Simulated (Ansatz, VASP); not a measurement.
## ZrB2: VASP beside Ansatz

```xyz
3
Lattice="-1.7314 1.7314 3.1589 1.7314 -1.7314 3.1589 1.7314 1.7314 -3.1589" Properties=species:S:1:pos:R:3 pbc="T T T"
Zr    0.0000    0.0000    0.0000
B     0.0000    0.0000    3.9373
B     0.0000    0.0000    2.3805
```

Alike in both runs: functional PBE; k mesh 18 × 18 × 18; occupations gaussian, width 0.1 eV; no spin polarisation.

Ansatz relaxed the structure, and its values are those at the end. VASP's run is a single point on that final structure, the one shown.

|  | VASP | Ansatz |
| --- | --- | --- |
| version | VASP 6.6.1 | Ansatz 0.2.0 |
| potentials or method | VASP PAW PBE potentials, release 64 (Zr_sv, B), cutoff 520 eV | scalar-relativistic, plane waves, PAW |
| valence electrons in the cell | 18 | 18 |

Ansatz gave:

* gap on the k mesh at the Fermi level (eV): none
* pressure (GPa): 0.0
* rms of the force components (eV/Å): 0.003

**Question.** Estimate VASP's values.

**Answer.** gap on the k mesh at the Fermi level (eV): none; pressure (GPa): 0.1; rms of the force components (eV/Å): 0.013.

A gap of «none» marks a metal or a gap that the smearing closes. The functional is the same, so the differences come from potentials, cutoffs and numerics.
